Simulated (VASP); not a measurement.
# Be2GeN2 (P-4m2) in VASP: a series of runs

The runs below take Be2GeN2 through single point, relaxation of cell and atoms, with PBE.

All numbers are computed with VASP 6.6.1; they aren't measurements. Logs are shortened: lines on timing, memory, paths and dates and some standing lists are left out, and cuts for length are marked.

## (1) The cell of the first run

The structure is tetragonal, space group P-4m2 (No. 115). The conventional cell has a = 3.569 Å, b = 3.569 Å, c = 4.345 Å, α = 90.00°, β = 90.00°, γ = 90.00°. Be (site symmetry -4m2) has 4 N at 2.15 Å and 2 Ge at 2.17 Å within 2.8 Å. Be (site symmetry -4m2) has 4 N at 2.04 Å and 4 Ge at 2.52 Å within 2.7 Å. Within 2.7 Å of Ge (site symmetry -4m2) lie 4 N at 2.04 Å and 6 Be at 2.17 to 2.52 Å. N (site symmetry 2mm) has 4 Be at 2.04 to 2.15 Å and 2 Ge at 2.04 Å within 2.7 Å.

## (2) Single point, PBE

INCAR

```
SYSTEM = Be2GeN2
PREC     = Accurate       ! precision mode
ENCUT    = 520            ! plane-wave cutoff, eV
EDIFF    = 1E-6           ! SCF threshold, eV
ISMEAR   = 0              ! smearing method
SIGMA    = 0.1            ! smearing width, eV
LREAL    = .FALSE.        ! projectors in reciprocal space
LASPH    = .TRUE.         ! aspherical terms in the spheres
NELM     = 100            ! most SCF steps
ALGO     = Normal         ! electronic algorithm
ISIF     = 2              ! what is computed and relaxed
LWAVE    = .FALSE.        ! write WAVECAR
LCHARG   = .FALSE.        ! write CHGCAR
GGA      = PE             ! functional
NBANDS   = 22             ! bands
```

KPOINTS

```
regular mesh
0
G
  6 6 4
  0 0 0
```

POSCAR

```
Be2GeN2
1.0
    3.5688979390      0.0000000000      0.0000000000
    0.0000000000      3.5688979390      0.0000000000
    0.0000000000      0.0000000000      4.3445289080
Be Ge N
2 1 2
Direct
    0.0000000000      0.0000000000      0.5000000000
    0.5000000000      0.5000000000      0.0000000000
    0.0000000000      0.0000000000      0.0000000000
    0.5000000000      0.0000000000      0.7743422229
    0.0000000000      0.5000000000      0.2256577771
```

Potentials or basis: VASP PAW PBE potentials, release 64 (Be, Ge_d, N).

Started as:

```bash
$ cat potpaw_PBE.64/Be/POTCAR potpaw_PBE.64/Ge_d/POTCAR potpaw_PBE.64/N/POTCAR > POTCAR
$ mpirun -np 1 vasp_std > vasp.out
```

OUTCAR:

```text
SYSTEM = Be2GeN2
   PREC = Accurate
   ENCUT = 520
   EDIFF = 1E-6
   ISMEAR = 0
   LREAL = .FALSE.
   LASPH = .TRUE.
   NELM = 100
   ISIF = 2
   GGA = PE

 ion  position               nearest neighbor table
   1  0.000  0.000  0.500-   3 2.17   3 2.17
   2  0.500  0.500  0.000-   4 2.04   5 2.04   4 2.04   5 2.04   3 2.52   3 2.52   3 2.52   3 2.52

   3  0.000  0.000  0.000-   4 2.04   5 2.04   5 2.04   4 2.04   1 2.17   1 2.17   2 2.52   2 2.52
                             2 2.52   2 2.52
   4  0.500  0.000  0.774-   2 2.04   3 2.04   2 2.04   3 2.04
   5  0.000  0.500  0.226-   2 2.04   3 2.04   3 2.04   2 2.04

  LATTYP: Found a simple tetragonal cell.
 ALAT       =     3.5688979390
 C/A-ratio  =     1.2173306668

  Lattice vectors:

 A1 = (   3.5688979390,   0.0000000000,   0.0000000000)
 A2 = (   0.0000000000,   3.5688979390,   0.0000000000)
 A3 = (   0.0000000000,   0.0000000000,   4.3445289080)

Analysis of symmetry for initial positions (statically):
=====================================================================
 Subroutine PRICEL returns:
 Original cell was already a primitive cell.

 Routine SETGRP: Setting up the symmetry group for a
 simple tetragonal supercell.

 Subroutine GETGRP returns: Found  8 space group operations
 (whereof  8 operations were pure point group operations)
 out of a pool of 16 trial point group operations.

The static configuration has the point symmetry D_2d.

Analysis of symmetry for dynamics (positions and initial velocities):
=====================================================================
 Subroutine PRICEL returns:
 Original cell was already a primitive cell.

 Routine SETGRP: Setting up the symmetry group for a
 simple tetragonal supercell.

 Subroutine GETGRP returns: Found  8 space group operations
 (whereof  8 operations were pure point group operations)
 out of a pool of 16 trial point group operations.

The dynamic configuration has the point symmetry D_2d.

 Subroutine INISYM returns: Found  8 space group operations
 (whereof  8 operations are pure point group operations),
 and found     1 'primitive' translations

----------------------------------------------------------------------------------------

                                     Primitive cell

  volume of cell :      55.3364

  direct lattice vectors                    reciprocal lattice vectors
     3.568897939  0.000000000  0.000000000     0.280198542  0.000000000  0.000000000
     0.000000000  3.568897939  0.000000000     0.000000000  0.280198542  0.000000000
     0.000000000  0.000000000  4.344528908     0.000000000  0.000000000  0.230174553

  length of vectors
     3.568897939  3.568897939  4.344528908     0.280198542  0.280198542  0.230174553

  position of ions in fractional coordinates (direct lattice)
     0.000000000  0.000000000  0.500000000
     0.500000000  0.500000000  0.000000000
     0.000000000  0.000000000  0.000000000
     0.500000000  0.000000000  0.774342223
     0.000000000  0.500000000  0.225657777

  ion indices of the primitive-cell ions
   primitive index   ion index
                 1           1
                 2           2
                 3           3
                 4           4
                 5           5

----------------------------------------------------------------------------------------

 KPOINTS: regular mesh

Automatic generation of k-mesh.
 Grid dimensions read from file:
 generate k-points for:    6    6    4

 Generating k-lattice:

  Cartesian coordinates                     Fractional coordinates (reciprocal lattice)
     0.046699757  0.000000000  0.000000000     0.166666667  0.000000000  0.000000000
     0.000000000  0.046699757  0.000000000     0.000000000  0.166666667  0.000000000
     0.000000000  0.000000000  0.057543638     0.000000000  0.000000000  0.250000000

  Length of vectors
     0.046699757  0.046699757  0.057543638

  Shift w.r.t. Gamma in fractional coordinates (k-lattice)
     0.000000000  0.000000000  0.000000000

 Subroutine IBZKPT returns following result:
 ===========================================

 Found     30 irreducible k-points:

 Following reciprocal coordinates:
            Coordinates               Weight
  0.000000  0.000000  0.000000      1.000000
  0.166667  0.000000  0.000000      4.000000
  0.333333  0.000000  0.000000      4.000000
  0.500000  0.000000  0.000000      2.000000
  0.166667  0.166667  0.000000      4.000000
  0.333333  0.166667  0.000000      8.000000
[... 16 lines left out ...]
  0.333333  0.000000  0.500000      4.000000
  0.500000  0.000000  0.500000      2.000000
 [... further k-points ...]
   k-points           NKPTS =     30   k-points in BZ     NKDIM =     30   number of bands    NBANDS=     22
   number of dos      NEDOS =    301   number of ions     NIONS =      5
   total plane-waves  NPLWV =  25088
   dimension x,y,z NGX =    28 NGY =   28 NGZ =   32
   dimension x,y,z NGXF=    56 NGYF=   56 NGZF=   64
   ions per type =               2   1   2
   NGX,Y,Z   is equivalent  to a cutoff of  13.04, 13.04, 12.24 a.u.
   NGXF,Y,Z  is equivalent  to a cutoff of  26.09, 26.09, 24.49 a.u.
 SYSTEM =  Be2GeN2
   PREC   = accura    normal or accurate (medium, high low for compatibility)
   ISTART =      0    job   : 0-new  1-cont  2-samecut
   ICHARG =      2    charge: 1-file 2-atom 10-const
   ISPIN  =      1    spin polarized calculation?
   LNONCOLLINEAR =      F non collinear calculations
   LSORBIT =      F    spin-orbit coupling
   LASPH  =      T    aspherical Exc in radial PAW
   ENCUT  =  520.0 eV  38.22 Ry    6.18 a.u.   6.64  6.64  8.08*2*pi/ulx,y,z
   NELM   =    100;   NELMIN=  2; NELMDL= -5     # of ELM steps
   EDIFF  = 0.1E-05   stopping-criterion for ELM
   LREAL  =      F    real-space projection
   EDIFFG = 0.1E-04   stopping-criterion for IOM
   NSW    =      0    number of steps for IOM
   IBRION =     -1    ionic relax: 0-MD 1-quasi-New 2-CG
   NFREE  =      0    steps in history (QN), initial steepest desc. (CG)
   ISIF   =      2    stress and relaxation
   ISYM   =      2    0-nonsym 1-usesym 2-fastsym
   POTIM  = 0.5000    time-step for ionic-motion
   TEBEG  =    0.0;   TEEND  =   0.0 temperature during run
   PSTRESS=    0.0 pullay stress
   NELECT =      28.0000    total number of electrons
   NUPDOWN=      -1.0000    fix difference up-down
   EMIN   =  10.00;   EMAX   =-10.00  energy-range for DOS
   EFERMI =   0.00;   METHOD = LEGACY
   ISMEAR =     0;   SIGMA  =   0.10  broadening in eV -4-tet -1-fermi 0-gaus
   EFERMI_NEDOS =   21; number of points for ismear=-14 and -15
   IALGO  =     38    algorithm
   IMIX   =      4    mixing-type and parameters
     AMIX     =   0.40;   BMIX     =  1.00
     AMIX_MAG =   1.60;   BMIX_MAG =  1.00
  volume/ion in A,a.u.               =      11.07        74.69
  Fermi-wavevector in a.u.,A,eV,Ry     =   1.304539  2.465222 23.154707  1.701823
  Thomas-Fermi vector in A             =   2.435468
   LORBIT       =      0    0 simple, 1 ext, 2 COOP (PROOUT), +10 PAW based schemes
   GGA     = PE    functional components
   LHFCALC =     F    Hartree Fock is set to
   AEXX    =    0.0000 exact exchange contribution
   IVDW    =     0    specifies the selected vdW correction
   LEPSILON=     F    determine dielectric tensor
   LRPA    =     F    only Hartree local field effects (RPA)
 non-spin polarized calculation
 Gauss-broadening in eV      SIGMA  =   0.10
  energy-cutoff  :      520.00
  volume of cell :       55.34
 maximum number of plane-waves:      1505
 NGX is ok and might be reduce to    28
   NGX = 13   NGY = 13   NGZ = 17

 number of electron      27.9999996 magnetization

 Free energy of the ion-electron system (eV)
  ---------------------------------------------------
  ext. energy  EPLUGINS =         0.00000000
  ---------------------------------------------------
  free energy    TOTEN  =       -25.87346600 eV

  energy without entropy =      -25.87105213  energy(sigma->0) =      -25.87225906

 E-fermi :   6.5578     XC(G=0): -10.4415

 val. band max:        6.5563422617   @ k =   0.5000   0.3333   0.0000
 cond. band min:       6.6789842001   @ k =   0.1667   0.1667   0.5000
 fundamental gap:      0.1226419384
 Fermi energy:         6.5577614764

 k-point     1 :       0.0000    0.0000    0.0000
  band No.  band energies     occupation
      1     -19.2922      2.00000
      2     -19.1993      2.00000
      3     -19.1187      2.00000
      4     -19.1187      2.00000
      5     -19.1179      2.00000
      6     -11.6221      2.00000
[... 14 lines left out ...]
     21      13.1666      0.00000
     22      13.5082      0.00000

 k-point     2 :       0.1667    0.0000    0.0000
  band No.  band energies     occupation
      1     -19.2835      2.00000
      2     -19.2020      2.00000
      3     -19.1256      2.00000
      4     -19.1184      2.00000
      5     -19.1135      2.00000
      6     -11.4214      2.00000
[... 14 lines left out ...]
     21      12.8015      0.00000
     22      13.1725      0.00000

 k-point     3 :       0.3333    0.0000    0.0000
  band No.  band energies     occupation
      1     -19.2662      2.00000
      2     -19.2074      2.00000
      3     -19.1364      2.00000
      4     -19.1178      2.00000
      5     -19.1075      2.00000
      6     -10.8717      2.00000
[... 14 lines left out ...]
     21      11.9031      0.00000
     22      13.0893      0.00000
[... 476 lines left out ...]
 k-point    23 :       0.3333    0.0000    0.5000
  band No.  band energies     occupation
      1     -19.2661      2.00000
      2     -19.2074      2.00000
      3     -19.1387      2.00000
      4     -19.1192      2.00000
      5     -19.1106      2.00000
      6     -10.6315      2.00000
[... 14 lines left out ...]
     21      12.1856      0.00000
     22      14.2114      0.00000

 k-point    24 :       0.5000    0.0000    0.5000
  band No.  band energies     occupation
      1     -19.2575      2.00000
      2     -19.2101      2.00000
      3     -19.1446      2.00000
      4     -19.1189      2.00000
      5     -19.1074      2.00000
      6     -10.2281      2.00000
[... 14 lines left out ...]
     21      12.4675      0.00000
     22      14.2087      0.00000

 [... further k-points ...]
[... 5 lines left out ...]
  --------------------------------------------------------------------------------------
  -------------------------------------------------------------------------------------
  Total        0.0739492      0.0739492      0.0149801      0.0000000     -0.0000000      0.0000000
  in kB        2.1410797      2.1410797      0.4337244      0.0000000     -0.0000000      0.0000000
  external PRESSURE =       1.5719612 kB  Pullay stress =       0.0000000 kB

 VOLUME and BASIS-vectors are now :
 -----------------------------------------------------------------------------
  energy-cutoff  :      520.00
  volume of cell :       55.34
      direct lattice vectors                 reciprocal lattice vectors
     3.568897939  0.000000000  0.000000000     0.280198542  0.000000000  0.000000000
     0.000000000  3.568897939  0.000000000     0.000000000  0.280198542  0.000000000
     0.000000000  0.000000000  4.344528908     0.000000000  0.000000000  0.230174553

 POSITION                                       TOTAL-FORCE (eV/Angst)
 -----------------------------------------------------------------------------------
      0.00000      0.00000      2.17226        -0.000000     -0.000000      0.000000
      1.78445      1.78445      0.00000        -0.000000      0.000000      0.000000
      0.00000      0.00000      0.00000         0.000000     -0.000000      0.000000
      1.78445      0.00000      3.36415        -0.000000     -0.000000     -0.011906
      0.00000      1.78445      0.98038        -0.000000     -0.000000      0.011906
 -----------------------------------------------------------------------------------
    total drift:                               -0.000000     -0.000000     -0.000000

  FREE ENERGIE OF THE ION-ELECTRON SYSTEM (eV)
  ---------------------------------------------------
  free  energy   TOTEN  =       -25.8734659965 eV

  energy  without entropy=      -25.8710521255  energy(sigma->0) =      -25.87225906
```

Wall time 14 s (1 thread of Intel Xeon 6975P-C (Granite Rapids), shared host); peak memory 0.18 GiB.

Results:

- Free energy: -25.8735 eV
- Pressure: 0.2 GPa
- Largest force: 0.012 eV/Å
- Band gap on the k mesh: zero (band 14 reaches 9.23 eV, above the bottom of band 15 at 4.86 eV)

Forces in eV/Å, atoms in the order of the input:
```
Be   0.000  0.000  0.000
Be   0.000  0.000  0.000
Ge   0.000  0.000  0.000
N    0.000  0.000 -0.012
N    0.000  0.000  0.012
```

Caveat: the k points lie up to 0.36 Å⁻¹ apart.

## (3) Relaxation of cell and atoms, PBE

This run uses another cell than the first one, of 8.90 Å³/atom, 0.804 times its volume.

INCAR

```
SYSTEM = Be2GeN2
  PREC = Accurate
  ENCUT = 600
  EDIFF = 1E-6
  ISMEAR = 0
  SIGMA = 0.1
  LREAL = .False.
  LASPH = .True.
  NELM = 100
  ALGO = Normal
  ISIF = 3
  LWAVE = .False.
  LCHARG = .False.
  GGA = PE
  IBRION = 2
  NSW = 90
  EDIFFG = -0.04
```

KPOINTS

```
regular mesh
0
Gamma
  6 6 4
  0 0 0
```

POSCAR

```
Be2GeN2
1.0
    3.1572570500      0.0000000000      0.0000000000
    0.0000000000      3.1572570500      0.0000000000
    0.0000000000      0.0000000000      4.4650357400
Be Ge N
2 1 2
Direct
    0.0000000000      0.0000000000      0.5000000000
    0.5000000000      0.5000000000      0.0000000000
    0.0000000000      0.0000000000      0.0000000000
    0.5000000000      0.0000000000      0.7500000000
    0.0000000000      0.5000000000      0.2500000000
```

Potentials or basis: VASP PAW PBE potentials, release 64 (Be, Ge_d, N).

Started as:

```bash
$ cat potpaw_PBE.64/Be/POTCAR potpaw_PBE.64/Ge_d/POTCAR potpaw_PBE.64/N/POTCAR > POTCAR
$ mpirun -np 1 vasp_std > vasp.out
```

Run time: 1.7 min. Hardware: 1 thread of Intel Xeon 6975P-C (Granite Rapids), shared host; peak memory 0.19 GiB.

The run converged. Its results:

| Property | Result |
| --- | --- |
| Free energy | -25.8667 eV |
| Relaxed volume | 11.05 Å³/atom |
| Relaxed cell | a = 3.566 Å, b = 3.566 Å, c = 4.343 Å, α = 90.00°, β = 90.00°, γ = 90.00° |
| Space group after relaxing (to 0.05 Å) | P-4m2 (No. 115) |
| Energy gained by relaxing | 284.8 meV/atom |
| Ionic steps | 12 |
| Pressure after relaxing | 0.3 GPa |
| Largest force after relaxing | 0.023 eV/Å |
| Band gap on the k mesh | zero (band 14 reaches 9.25 eV, above the bottom of band 15 at 4.88 eV) |

Forces on the atoms (eV/Å):
```
Be   0.000  0.000  0.000
Be   0.000  0.000  0.000
Ge   0.000  0.000  0.000
N    0.000  0.000 -0.023
N    0.000  0.000  0.023
```

Stress tensor (GPa, compression positive):
```
0.36 0.00 0.00
0.00 0.36 0.00
0.00 0.00 0.16
```

Step by step:
| step | energy change (eV) | largest force (eV/Å) | pressure (GPa) | volume (Å³) |
| --- | --- | --- | --- | --- |
| 1 | 0.0000 | 1.5080 | 34.13 | 44.51 |
| 2 | -0.9547 | 0.7402 | -7.97 | 57.83 |
| 3 | -1.0585 | 0.4215 | -1.07 | 54.21 |
| 4 | -1.0586 | 0.3962 | -0.50 | 54.00 |
| 5 | -1.1578 | 0.6757 | -0.73 | 54.09 |
| 6 | -1.3346 | 0.7815 | -0.38 | 54.10 |
| 7 | -1.3371 | 0.8539 | -0.58 | 54.13 |
| 8 | -1.3394 | 0.8268 | -0.45 | 54.12 |
| 9 | -1.3834 | 0.2424 | 1.79 | 53.93 |
| 10 | -1.3834 | 0.2465 | 1.76 | 53.93 |
| 11 | -1.4227 | 0.0310 | 0.55 | 54.96 |
| 12 | -1.4242 | 0.0228 | 0.29 | 55.23 |

Final structure:
```xyz
5
Lattice="3.5660 0.0000 0.0000 0.0000 3.5660 0.0000 0.0000 0.0000 4.3430" Properties=species:S:1:pos:R:3 pbc="T T T"
Be    0.0000    0.0000    2.1715
Be    1.7830    1.7830    4.3430
Ge    0.0000    0.0000    0.0000
N     1.7830    0.0000    3.3630
N     0.0000    1.7830    0.9801
```

Levels at points of the mesh, in eV from the Fermi level:
```csv
k point,band 10,band 11,band 12,band 13,band 14,band 15,band 16,band 17,band 18
"(0.00, 0.00, 0.00)",-7.06,-3.84,-3.76,-3.62,-3.62,-1.70,1.32,3.28,4.29
"(0.50, 0.00, 0.00)",-6.12,-4.99,-4.72,-4.46,-2.54,2.44,2.50,3.14,4.47
"(0.50, 0.50, 0.00)",-7.13,-5.22,-5.22,-4.20,-0.40,-0.40,1.33,3.60,5.81
"(0.00, 0.00, 0.50)",-6.73,-5.96,-4.30,-4.30,-2.28,-0.09,2.88,2.94,4.09
"(0.50, 0.00, 0.50)",-5.91,-4.38,-4.06,-3.37,-2.88,2.01,2.02,3.54,4.69
"(0.50, 0.50, 0.50)",-6.63,-6.26,-6.26,-5.08,2.67,2.67,2.79,3.50,6.20
```

Caveat: the volume moved by over 15 % at a fixed basis, so the end points are rough.
